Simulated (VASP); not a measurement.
# AgO: vibrations by perturbation theory with PBEsol

The system is AgO.

```
Ag O
1.0
     0.00000    2.47805    2.47805
     2.47805    0.00000    2.47805
     2.47805    2.47805    0.00000
Ag O
1 1
Direct
  0.00000 0.00000 0.00000
  0.75000 0.75000 0.75000
```

```json
{
  "Program": "VASP 6.6.1",
  "Task": "vibrations by perturbation theory",
  "Functional": "PBEsol",
  "Potentials or basis": "VASP PAW PBE potentials, release 64 (Ag, O)",
  "Cutoff": "520 eV",
  "k mesh": "14 × 14 × 14",
  "Occupations": "fermi-dirac, width 0.15 eV",
  "Spin": "no spin polarisation",
  "Dipole correction": "no",
  "Further INCAR settings": "ALGO = Normal; EDIFF = 1e-08; NBANDS = 16; IBRION = 8; NSW = 1"
}
```

The highest phonon frequency at Γ, LO-TO splitting left out is 234 cm⁻¹.

Phonon frequencies in cm⁻¹ (negative: imaginary):
| q point | frequencies |
| --- | --- |
| (0.000, 0.000, 0.000) | 0 0 0 234 234 234 |

Run time: 9.7 min on 1 thread of Intel(R) Xeon(R) 6975P-C (Granite Rapids), on a shared host, peak memory 0.54 GiB.
